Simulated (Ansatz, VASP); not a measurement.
# Ta in VASP and in Ansatz

```
Ta
1.0
     2.67265    0.00000    0.00000
    -1.33632    2.31458    0.00000
     0.00000    0.00000    4.69003
Ta
2
Cartesian
  0.0000 1.5431 1.1725
  1.3363 0.7715 3.5175
```

Change from the starting cell: volume scaled by 0.8, LAPW.

Alike in both runs: task single point; functional PBEsol; k mesh 17 × 17 × 9; occupations fermi-dirac, width 0.1 eV; no spin polarisation.

```csv
,VASP,Ansatz
version,VASP 6.6.1,Ansatz 0.2.0
potentials or method,"VASP PAW PBE potentials, release 64 (Ta_pv), cutoff 520 eV","all-electron LAPW, scalar-relativistic"
```

```tsv
	VASP	Ansatz	Ansatz less VASP
pressure (GPa)	68.0	66.2	-1.87
traceless stress, the component that is largest in VASP (GPa)	-0.12	0.17	+0.287
```

VASP's potentials were made for PBE, not for PBEsol. Both programs put the cell under a high pressure, so it lies far from rest at this level. Ansatz ran all-electron here, and VASP with PAW potentials.

Spin-orbit coupling is off throughout. Noted on VASP's run: the cell as given lies far from equilibrium.
